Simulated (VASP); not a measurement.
Input of a VASP 6.6.1 run:

File INCAR:

```
PREC     = Accurate       # precision mode
ENCUT    = 520            # plane-wave cutoff, eV
EDIFF    = 1E-6           # SCF threshold, eV
ISMEAR   = 0              # smearing method
SIGMA    = 0.01           # smearing width, eV
LREAL    = False          # projectors in reciprocal space
LASPH    = True           # aspherical terms in the spheres
NELM     = 150            # most SCF steps
ALGO     = Normal         # electronic algorithm
ISIF     = 2              # what is computed and relaxed
LWAVE    = False          # write WAVECAR
LCHARG   = False          # write CHGCAR
MAGMOM   = 0 0 0 0 0 0    # initial moments
LORBIT   = 11             # projections on sites
LSORBIT  = True           # spin-orbit coupling
GGA_COMPAT= False        
LORBMOM  = True         
GGA      = PE             # functional
NBANDS   = 28             # bands
```

KPOINTS

```
Automatic mesh
0
Gamma
  6 6 6
```

The input POSCAR:

```
BaTe
1.0
    0.0000000000      3.9141586740      3.9141586740
    3.9141586740      0.0000000000      3.9141586740
    3.9141586740      3.9141586740      0.0000000000
Ba Te
1 1
Direct
    0.0000000000      0.0000000000      0.0000000000
    0.2500000000      0.2500000000      0.2500000000
```

Potentials or basis: VASP PAW PBE potentials, release 64 (Ba_sv, Te).

Command:

```bash
$ cat potpaw_PBE.64/Ba_sv/POTCAR potpaw_PBE.64/Te/POTCAR > POTCAR
$ mpirun -np 1 vasp_ncl > vasp.out
```

(1) What does it give for the net moment?

(2) What does it give for the pressure?

Results:

(1) 0.00 μB per cell.

(2) 0.2 GPa.

Caveat: the structure was generated, so it needn't be the stable form of BaTe.
